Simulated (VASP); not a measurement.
# Mn (Pm-3m) in VASP: notebook

Runs on Mn. Level: r2SCAN. Tasks: single point.

Program: VASP 6.6.1. These are calculated values, not measurements. Logs are shortened: lines on timing, memory, paths and dates and some standing lists are left out, and cuts for length are marked.

## Step 1: The cell of the first run

Symmetry: Pm-3m, No. 221, cubic system. The conventional cell has a = 2.260 Å, b = 2.260 Å, c = 2.260 Å, α = 90.00°, β = 90.00°, γ = 90.00°. Mn (site symmetry m-3m) has 6 Mn at 2.26 Å within 3.0 Å.

## Step 2: Single point, r2SCAN, non-collinear spin, zero start, spin-orbit coupling

POSCAR

```
Mn
1.0
    2.2595922788      0.0000000000      0.0000000000
    0.0000000000      2.2595922788      0.0000000000
    0.0000000000      0.0000000000      2.2595922788
Mn
1
Direct
    0.0000000000      0.0000000000      0.0000000000
```

INCAR.step1

```
ALGO = Normal
EDIFF = 1E-4
ENCUT = 520
GGA = PE
GGA_COMPAT = F
ISMEAR = -1
LASPH = T
LCHARG = F
LMAXMIX = 4
LREAL = F
LSORBIT = T
LWAVE = T
MAGMOM = 0 0 0
NBANDS = 24
NELM = 150
PREC = Accurate
SIGMA = 0.1
```

INCAR.step2

```
ALGO = Normal
EDIFF = 1E-6
ENCUT = 520
GGA_COMPAT = F
ISIF = 2
ISMEAR = -1
ISTART = 1
LASPH = T
LCHARG = F
LMAXMIX = 4
LMIXTAU = T
LORBIT = 11
LORBMOM = T
LREAL = F
LSORBIT = T
LWAVE = F
MAGMOM = 0 0 0
METAGGA = R2SCAN
NBANDS = 24
NELM = 150
PREC = Accurate
SIGMA = 0.1
```

KPOINTS

```
k-points
0
Gamma
  14 14 14
```

Potentials or basis: VASP PAW PBE potentials, release 64 (Mn_pv).

Command:

```
$ cat potpaw_PBE.64/Mn_pv/POTCAR > POTCAR
$ cp INCAR.step1 INCAR
$ mpirun -np 1 vasp_ncl > vasp.out
$ cp INCAR.step2 INCAR
$ mpirun -np 1 vasp_ncl > vasp.out
```

OUTCAR:

```text
EDIFF = 1E-6
   ENCUT = 520
   ISIF = 2
   ISMEAR = -1
   ISTART = 1
   LASPH = T
   LORBIT = 11
   LREAL = F
   LSORBIT = T
   METAGGA = R2SCAN
   NELM = 150
   PREC = Accurate

 ion  position               nearest neighbor table
   1  0.000  0.000  0.000-

  LATTYP: Found a simple cubic cell.
 ALAT       =     2.2595922788

  Lattice vectors:

 A1 = (   2.2595922788,   0.0000000000,   0.0000000000)
 A2 = (   0.0000000000,   2.2595922788,   0.0000000000)
 A3 = (   0.0000000000,   0.0000000000,   2.2595922788)

Analysis of symmetry for initial positions (statically):
=====================================================================
 Subroutine PRICEL returns:
 Original cell was already a primitive cell.

 Routine SETGRP: Setting up the symmetry group for a
 simple cubic supercell.

 Subroutine GETGRP returns: Found 48 space group operations
 (whereof 48 operations were pure point group operations)
 out of a pool of 48 trial point group operations.

The static configuration has the point symmetry O_h .

Analysis of symmetry for dynamics (positions and initial velocities):
=====================================================================
 Subroutine PRICEL returns:
 Original cell was already a primitive cell.

 Routine SETGRP: Setting up the symmetry group for a
 simple cubic supercell.

 Subroutine GETGRP returns: Found 48 space group operations
 (whereof 48 operations were pure point group operations)
 out of a pool of 48 trial point group operations.

The dynamic configuration has the point symmetry O_h .

Analysis of structural, dynamic, and magnetic symmetry:
=====================================================================
 Subroutine PRICEL returns:
 Original cell was already a primitive cell.

 Routine SETGRP: Setting up the symmetry group for a
 simple cubic supercell.

 Subroutine GETGRP returns: Found 48 space group operations
 (whereof 48 operations were pure point group operations)
 out of a pool of 48 trial point group operations.

The overall configuration has the point symmetry O_h .

 Subroutine INISYM returns: Found 48 space group operations
 (whereof 48 operations are pure point group operations),
 and found     1 'primitive' translations

----------------------------------------------------------------------------------------

                                     Primitive cell

  volume of cell :      11.5369

  direct lattice vectors                    reciprocal lattice vectors
     2.259592279  0.000000000  0.000000000     0.442557717  0.000000000  0.000000000
     0.000000000  2.259592279  0.000000000     0.000000000  0.442557717  0.000000000
     0.000000000  0.000000000  2.259592279     0.000000000  0.000000000  0.442557717

  length of vectors
     2.259592279  2.259592279  2.259592279     0.442557717  0.442557717  0.442557717

  position of ions in fractional coordinates (direct lattice)
     0.000000000  0.000000000  0.000000000

  ion indices of the primitive-cell ions
   primitive index   ion index
                 1           1

----------------------------------------------------------------------------------------

 KPOINTS: k-points

Automatic generation of k-mesh.
 Grid dimensions read from file:
 generate k-points for:   14   14   14

 Generating k-lattice:

  Cartesian coordinates                     Fractional coordinates (reciprocal lattice)
     0.031611265  0.000000000  0.000000000     0.071428571  0.000000000  0.000000000
     0.000000000  0.031611265  0.000000000     0.000000000  0.071428571  0.000000000
     0.000000000  0.000000000  0.031611265     0.000000000  0.000000000  0.071428571

  Length of vectors
[... 45 lines left out ...]
 SYSTEM =  unknown system
   PREC   = accura    normal or accurate (medium, high low for compatibility)
   ISTART =      1    job   : 0-new  1-cont  2-samecut
   ICHARG =      0    charge: 1-file 2-atom 10-const
   ISPIN  =      1    spin polarized calculation?
   LNONCOLLINEAR =      T non collinear calculations
   LSORBIT =      T    spin-orbit coupling
   LASPH  =      T    aspherical Exc in radial PAW
   ENCUT  =  520.0 eV  38.22 Ry    6.18 a.u.   4.20  4.20  4.20*2*pi/ulx,y,z
   NELM   =    150;   NELMIN=  2; NELMDL=  0     # of ELM steps
   EDIFF  = 0.1E-05   stopping-criterion for ELM
   LREAL  =      F    real-space projection
   EDIFFG = 0.1E-04   stopping-criterion for IOM
   NSW    =      0    number of steps for IOM
   IBRION =     -1    ionic relax: 0-MD 1-quasi-New 2-CG
   NFREE  =      0    steps in history (QN), initial steepest desc. (CG)
   ISIF   =      2    stress and relaxation
   ISYM   =      2    0-nonsym 1-usesym 2-fastsym
   POTIM  = 0.5000    time-step for ionic-motion
   TEBEG  =    0.0;   TEEND  =   0.0 temperature during run
   PSTRESS=    0.0 pullay stress
   NELECT =      13.0000    total number of electrons
   NUPDOWN=      -1.0000    fix difference up-down
   EMIN   =  10.00;   EMAX   =-10.00  energy-range for DOS
   EFERMI =   0.00;   METHOD = LEGACY
   ISMEAR =    -1;   SIGMA  =   0.10  broadening in eV -4-tet -1-fermi 0-gaus
   EFERMI_NEDOS =   21; number of points for ismear=-14 and -15
   IALGO  =     38    algorithm
   IMIX   =      4    mixing-type and parameters
     AMIX     =   0.40;   BMIX     =  1.00
     AMIX_MAG =   1.60;   BMIX_MAG =  1.00
  volume/ion in A,a.u.               =      11.54        77.86
  Fermi-wavevector in a.u.,A,eV,Ry     =   1.703567  3.219275 39.486016  2.902140
  Thomas-Fermi vector in A             =   2.783130
   LORBIT       =     11    0 simple, 1 ext, 2 COOP (PROOUT), +10 PAW based schemes
   METAGGA = R2SCAN    functional components
   LHFCALC =     F    Hartree Fock is set to
   AEXX    =    0.0000 exact exchange contribution
   IVDW    =     0    specifies the selected vdW correction
   LEPSILON=     F    determine dielectric tensor
   LRPA    =     F    only Hartree local field effects (RPA)
  energy-cutoff  :      520.00
  volume of cell :       11.54
 maximum number of plane-waves:       640
 NGX is ok and might be reduce to    18
   NGX =  9   NGY =  9   NGZ =  9

 number of electron      13.0000025 magnetization      -0.0000000      0.0000000     -0.0000000

 number of electron      13.0000025 magnetization       0.0000000     -0.0000000      0.0000000

 Free energy of the ion-electron system (eV)
  ---------------------------------------------------
  ext. energy  EPLUGINS =         0.00000000
  ---------------------------------------------------
  free energy    TOTEN  =       -13.40503742 eV

  energy without entropy =      -13.35016345  energy(sigma->0) =      -13.37760044

 E-fermi :   9.8894     XC(G=0): -14.7207

 val. band max:        9.8712488493   @ k =   0.4286   0.0000   0.0000
 cond. band min:       9.9005236688   @ k =   0.3571   0.2857   0.0714
 fundamental gap:      0.0292748195
 Fermi energy:         9.8893532412

 k-point     1 :       0.0000    0.0000    0.0000
  band No.  band energies     occupation
      1     -40.5208      1.00000
      2     -40.5208      1.00000
      3     -39.2445      1.00000
      4     -39.2445      1.00000
      5     -39.2445      1.00000
      6     -39.2445      1.00000
[... 637 lines left out ...]
     23      35.3706      0.00000
     24      35.3706      0.00000

 [... further k-points ...]

------------------------ aborting loop because EDIFF is reached ----------------------------------------

  FORCE on cell =-STRESS in cart. coord.  units (eV):
  Direction    XX          YY          ZZ          XY          YZ          ZX
  --------------------------------------------------------------------------------------
  -------------------------------------------------------------------------------------
  Total        0.0530329      0.0530329      0.0530329      0.0000000      0.0000000      0.0000000
  in kB        7.3648841      7.3648841      7.3648841      0.0000000      0.0000000      0.0000000
  external PRESSURE =       7.3648841 kB  Pullay stress =       0.0000000 kB

 VOLUME and BASIS-vectors are now :
 -----------------------------------------------------------------------------
  energy-cutoff  :      520.00
  volume of cell :       11.54
      direct lattice vectors                 reciprocal lattice vectors
     2.259592279  0.000000000  0.000000000     0.442557717  0.000000000  0.000000000
     0.000000000  2.259592279  0.000000000     0.000000000  0.442557717  0.000000000
     0.000000000  0.000000000  2.259592279     0.000000000  0.000000000  0.442557717

 POSITION                                       TOTAL-FORCE (eV/Angst)
 -----------------------------------------------------------------------------------
      0.00000      0.00000      0.00000         0.000000      0.000000      0.000000
 -----------------------------------------------------------------------------------
    total drift:                                0.000000      0.000000      0.000000

  FREE ENERGIE OF THE ION-ELECTRON SYSTEM (eV)
  ---------------------------------------------------
  free  energy   TOTEN  =       -13.4050374236 eV

  energy  without entropy=      -13.3501634548  energy(sigma->0) =      -13.37760044

 orbital moment (x)

 # of ion     p       d       tot
 ----------------------------------------
  1         0.000   0.000   0.000
 ----------------------------------------
            0.000   0.000   0.000

 orbital moment (y)

 # of ion     p       d       tot
 ----------------------------------------
  1         0.000   0.000   0.000
 ----------------------------------------
            0.000   0.000   0.000

 orbital moment (z)

 # of ion     p       d       tot
 ----------------------------------------
  1         0.000   0.000   0.000
 ----------------------------------------
            0.000   0.000   0.000

 Spin-Orbit-Coupling matrix elements

 Ion:    1  E_soc:     -0.0283353
 l=   1
     0.0000000    -0.0035417    -0.0035417
    -0.0035417     0.0000000    -0.0035417
    -0.0035417    -0.0035417     0.0000000
 l=   2
     0.0000000    -0.0002034     0.0000000    -0.0002034    -0.0009774
    -0.0002034     0.0000000    -0.0007331    -0.0002034    -0.0002444
     0.0000000    -0.0007331     0.0000000    -0.0007331     0.0000000
    -0.0002034    -0.0002034    -0.0007331     0.0000000    -0.0002444
    -0.0009774    -0.0002444     0.0000000    -0.0002444     0.0000000
 l=   3
     0.0000000     0.0000000     0.0000000     0.0000000     0.0000000     0.0000000     0.0000000
     0.0000000     0.0000000     0.0000000     0.0000000     0.0000000     0.0000000     0.0000000
     0.0000000     0.0000000     0.0000000     0.0000000     0.0000000     0.0000000     0.0000000
     0.0000000     0.0000000     0.0000000     0.0000000     0.0000000     0.0000000     0.0000000
     0.0000000     0.0000000     0.0000000     0.0000000     0.0000000     0.0000000     0.0000000
     0.0000000     0.0000000     0.0000000     0.0000000     0.0000000     0.0000000     0.0000000
     0.0000000     0.0000000     0.0000000     0.0000000     0.0000000     0.0000000     0.0000000

 total charge

# of ion       s       p       d       tot
------------------------------------------
    1        0.460   6.340   5.286  12.087

 magnetization (x)

# of ion       s       p       d       tot
------------------------------------------
    1        0.000   0.000  -0.000   0.000

 magnetization (y)

# of ion       s       p       d       tot
------------------------------------------
    1        0.000  -0.000  -0.000  -0.000

 magnetization (z)

# of ion       s       p       d       tot
------------------------------------------
    1        0.000  -0.000   0.000   0.000
```

It took 4.4 min on 1 thread of Intel Xeon Platinum 8259CL at 2.50GHz (Skylake/Cascade Lake), shared host; peak memory 0.19 GiB.

Results:

```
Free energy                                           : -13.4050 eV
Pressure                                              : 0.7 GPa
Net moment                                            : 0.00 μB per cell
Valence electrons inside the program's atomic spheres : Mn 12.09
```

Moments on the atoms (μB; x, y, z):
```
Mn  0.00 0.00 0.00
```

Caveat: the PAW data sets were made with another functional, which shifts forces and pressure a little.

## Step 3: Single point, r2SCAN, collinear spin, antiferromagnetic start (volume scaled by 0.88)

POSCAR

```
Mn
1.0
    0.0000000000      2.4478128468      2.4478128468
    2.4478128468      0.0000000000      2.4478128468
    2.4478128468      2.4478128468      0.0000000000
Mn
2
Direct
    1.0000000000      0.0000000000      0.0000000000
    0.5000000000      0.5000000000      0.5000000000
```

INCAR.step1

```
PREC = Accurate
ENCUT = 520
ISMEAR = -1
SIGMA = 0.05
LREAL = F
LASPH = T
NELM = 150
ISPIN = 2
MAGMOM = 3.708 -3.708
LMAXMIX = 4
NBANDS = 24
GGA = PE
ALGO = Normal
EDIFF = 1E-4
LWAVE = T
LCHARG = F
```

INCAR.step2

```
PREC = Accurate
ENCUT = 520
EDIFF = 1E-7
ISMEAR = -1
SIGMA = 0.05
LREAL = F
LASPH = T
NELM = 150
ALGO = Normal
ISIF = 2
LWAVE = F
LCHARG = F
ISPIN = 2
MAGMOM = 3.708 -3.708
LORBIT = 11
LMAXMIX = 4
METAGGA = R2SCAN
LMIXTAU = T
NBANDS = 24
ISTART = 1
```

KPOINTS

```
Automatic mesh
0
Gamma
  12 12 12
```

Potentials or basis: VASP PAW PBE potentials, release 64 (Mn_pv).

Command:

```
$ cat potpaw_PBE.64/Mn_pv/POTCAR > POTCAR
$ cp INCAR.step1 INCAR
$ mpirun -np 1 vasp_std > vasp.out
$ cp INCAR.step2 INCAR
$ mpirun -np 1 vasp_std > vasp.out
```

Run time: 15 min. Hardware: 1 thread of Intel Xeon 8259CL, shared host; peak memory 0.23 GiB.

Results (log left out):

```yaml
Free_energy: -28.3421 eV
Pressure: 4.1 GPa
Band_gap_on_the_k_mesh: zero (filled and empty bands overlap)
Net_moment: 0.00 μB per cell
Site_moments: Mn +3.33, -3.33 μB
Valence_electrons_inside_the_program's_atomic_spheres: Mn 11.72
```

Levels at points of the mesh, in eV from the Fermi level:
Spin up:
```csv
k point,band 9,band 10,band 11,band 12,band 13,band 14,band 15,band 16,band 17,band 18
"(0.00, 0.00, 0.00)",-4.07,-3.98,-3.98,-3.98,1.90,1.90,1.90,2.27,2.27,11.11
"(0.50, 0.00, 0.00)",-3.43,-3.43,-2.67,-2.67,-0.96,-0.28,-0.28,1.67,1.67,2.71
"(0.50, 0.50, 0.00)",-3.56,-2.62,-2.62,-2.43,-1.91,1.59,2.13,2.13,2.29,4.37
```
Spin down:
```
           k point  band 11  band 12  band 13  band 14  band 15  band 16
(0.00, 0.00, 0.00)    -3.98    -3.98     1.90     1.90     1.90     2.27
(0.50, 0.00, 0.00)    -2.67    -2.67    -0.96    -0.28    -0.28     1.67
(0.50, 0.50, 0.00)    -2.62    -2.43    -1.91     1.59     2.13     2.13
```

Caveat: the PAW data sets were made with another functional, which shifts forces and pressure a little.

## Step 4: Single point, r2SCAN, collinear spin, antiferromagnetic start (volume scaled by 0.92)

POSCAR

```
Mn
1.0
    0.0000000000      2.4843527540      2.4843527540
    2.4843527540      0.0000000000      2.4843527540
    2.4843527540      2.4843527540      0.0000000000
Mn
2
Direct
    1.0000000000      0.0000000000      0.0000000000
    0.5000000000      0.5000000000      0.5000000000
```

INCAR.step1

```
  PREC = Accurate
  ENCUT = 520
  ISMEAR = -1
  SIGMA = 0.05
  LREAL = False
  LASPH = True
  NELM = 150
  ISPIN = 2
  MAGMOM = 3.708 -3.708
  LMAXMIX = 4
  NBANDS = 24
  GGA = PE
  ALGO = Normal
  EDIFF = 1E-4
  LWAVE = True
  LCHARG = False
```

INCAR.step2

```
  PREC = Accurate
  ENCUT = 520
  EDIFF = 1E-7
  ISMEAR = -1
  SIGMA = 0.05
  LREAL = False
  LASPH = True
  NELM = 150
  ALGO = Normal
  ISIF = 2
  LWAVE = False
  LCHARG = False
  ISPIN = 2
  MAGMOM = 3.708 -3.708
  LORBIT = 11
  LMAXMIX = 4
  METAGGA = R2SCAN
  LMIXTAU = True
  NBANDS = 24
  ISTART = 1
```

KPOINTS

```
regular mesh
0
Gamma
  12 12 12
```

Command:

```
$ cat potpaw_PBE.64/Mn_pv/POTCAR > POTCAR
$ cp INCAR.step1 INCAR
$ mpirun -np 1 vasp_std > vasp.out
$ cp INCAR.step2 INCAR
$ mpirun -np 1 vasp_std > vasp.out
```

Run time: 14 min. Hardware: 1 thread of Intel Xeon 8259CL, shared host; peak memory 0.23 GiB.

The run converged. Its results:

| Quantity | Value |
| --- | --- |
| Free energy | -28.3704 eV |
| Pressure | 2.5 GPa |
| Band gap on the k mesh | zero (filled and empty bands overlap) |
| Net moment | 0.00 μB per cell |
| Site moments | Mn +3.51, -3.51 μB |
| Valence electrons inside the program's atomic spheres | Mn 11.66 |

Levels at points of the mesh, in eV from the Fermi level:
Spin up:
| k point | band 9 | band 10 | band 11 | band 12 | band 13 | band 14 | band 15 | band 16 | band 17 | band 18 |
| --- | --- | --- | --- | --- | --- | --- | --- | --- | --- | --- |
| (0.00, 0.00, 0.00) | -4.09 | -4.02 | -4.02 | -4.02 | 1.81 | 1.81 | 1.81 | 2.16 | 2.16 | 10.53 |
| (0.50, 0.00, 0.00) | -3.57 | -3.57 | -2.87 | -2.87 | -1.22 | -0.19 | -0.19 | 1.68 | 1.68 | 2.60 |
| (0.50, 0.50, 0.00) | -3.63 | -2.81 | -2.81 | -2.43 | -1.96 | 1.46 | 2.11 | 2.11 | 2.20 | 4.09 |
Spin down:
```
           k point  band 11  band 12  band 13  band 14  band 15  band 16
(0.00, 0.00, 0.00)    -4.02    -4.02     1.81     1.81     1.81     2.16
(0.50, 0.00, 0.00)    -2.87    -2.87    -1.22    -0.19    -0.19     1.68
(0.50, 0.50, 0.00)    -2.81    -2.43    -1.96     1.46     2.11     2.11
```

Caveat: the PAW data sets were made with another functional, which shifts forces and pressure a little.

## Step 5: Summary

```csv
spin,cell,k mesh,smearing,gap on the mesh (eV),pressure (GPa),moment (μB)
"non-collinear, zero start, SOC","a = 2.260 Å, 1 atom",14 × 14 × 14,fermi-dirac 0.1 eV,-,0.7,0.00
"collinear, antiferromagnetic start","a = 3.462 Å, angles 60.0°, 2 atoms",12 × 12 × 12,fermi-dirac 0.05 eV,none,4.1,0.00
"collinear, antiferromagnetic start","a = 3.513 Å, angles 60.0°, 2 atoms",12 × 12 × 12,fermi-dirac 0.05 eV,none,2.5,0.00
```

Alike in all rows: task single point; level r2SCAN; potentials or basis VASP PAW PBE potentials, release 64 (Mn_pv); cutoff (eV) 520.

Caveats: the PAW data sets were made with another functional, which shifts forces and pressure a little.

Total energies depend on the potentials used, so only differences within one code and one set of settings carry meaning.
